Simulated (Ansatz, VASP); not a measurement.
Tl in VASP and in Ansatz

```
Tl
1.0
     3.45600    0.00000    0.00000
    -1.72800    2.99298    0.00000
     0.00000    0.00000    5.52500
Tl
2
Direct
  0.33333 0.66667 0.25000
  0.66667 0.33333 0.75000
```

Alike in both runs: task single point; functional PBE; k mesh 11 × 11 × 6; occupations gaussian, width 0.05 eV; no spin polarisation.

|  | VASP | Ansatz |
| --- | --- | --- |
| version | VASP 6.6.1 | Ansatz 0.2.0 |
| potentials or method | VASP PAW PBE potentials, release 64 (Tl_d), cutoff 520 eV | all-electron LAPW, scalar-relativistic |

VASP gave:

```
pressure (GPa)                                                : 3.1
traceless stress, the component that is largest in VASP (GPa) : 0.31
```

Q: What did Ansatz give for the same quantities?

A: Pressure (GPa): 3.2; traceless stress, the component that is largest in VASP (GPa): 0.33.

Ansatz ran all-electron here, and VASP with PAW potentials.

Neither program's run includes spin-orbit coupling.
